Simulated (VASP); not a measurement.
Here is a VASP 6.6.1 calculation.

INCAR

```
SYSTEM = AlGa3N4
PREC = Accurate ; ENCUT = 520
EDIFF = 1E-6 ; ISMEAR = 0
SIGMA = 0.02 ; LREAL = .FALSE.
LASPH = .TRUE. ; NELM = 80
ALGO = Normal ; ISIF = 2
LWAVE = .FALSE. ; LCHARG = .FALSE.
GGA = PS ; NBANDS = 41
```

The input KPOINTS:

```
Automatic mesh
0
G
  6 6 6
  0 0 0
```

Contents of POSCAR:

```
AlGa3N4
1.0
    4.4755467803      0.0000000000      0.0000000000
    0.0000000000      4.4755467803      0.0000000000
    0.0000000000      0.0000000000      4.4755467803
Al Ga N
1 3 4
Direct
    0.0000000000      0.0000000000      0.0000000000
    0.5000000000      0.5000000000      0.0000000000
    0.5000000000      0.0000000000      0.5000000000
    0.0000000000      0.5000000000      0.5000000000
    0.7550207529      0.7550207529      0.2449792471
    0.7550207529      0.2449792471      0.7550207529
    0.2449792471      0.7550207529      0.7550207529
    0.2449792471      0.2449792471      0.2449792471
```

Potentials or basis: VASP PAW PBE potentials, release 64 (Al, Ga_d, N).

Launch:

```console
$ cat potpaw_PBE.64/Al/POTCAR potpaw_PBE.64/Ga_d/POTCAR potpaw_PBE.64/N/POTCAR > POTCAR
$ mpirun -np 1 vasp_std > vasp.out
```

(1) Estimate the largest force.

(2) Predict the pressure.

## Answers

(1) 0.007 eV/Å.

(2) -1.2 GPa.

Caveat: the PAW data sets were made with another functional, which shifts forces and pressure a little.
